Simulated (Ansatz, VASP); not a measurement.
# Na in VASP and in Ansatz

```
Na
1.0
    -1.84974    1.84974    2.58344
     1.84974   -1.84974    2.58344
     1.84974    1.84974   -2.58344
Na
1
Cartesian
  0.0000 0.0000 0.0000
```

Change from the starting cell: volume scaled by 0.94.

Alike in both runs: task single point; functional PBE; k mesh 10 × 10 × 10; occupations fermi-dirac, width 0.05 eV; no spin polarisation.

|  | VASP | Ansatz |
| --- | --- | --- |
| version | VASP 6.6.1 | Ansatz 0.2.0 |
| potentials or method | VASP PAW PBE potentials, release 64 (Na_pv), cutoff 520 eV | all-electron LAPW, scalar-relativistic |

|  | VASP | Ansatz | Ansatz less VASP |
| --- | --- | --- | --- |
| gap on the k mesh at the Fermi level (eV) | none | none | - |
| pressure (GPa) | 0.4 | 0.4 | +0.04 |

A gap of «none» marks a metal or a gap that the smearing closes. Ansatz ran all-electron here, and VASP with PAW potentials.
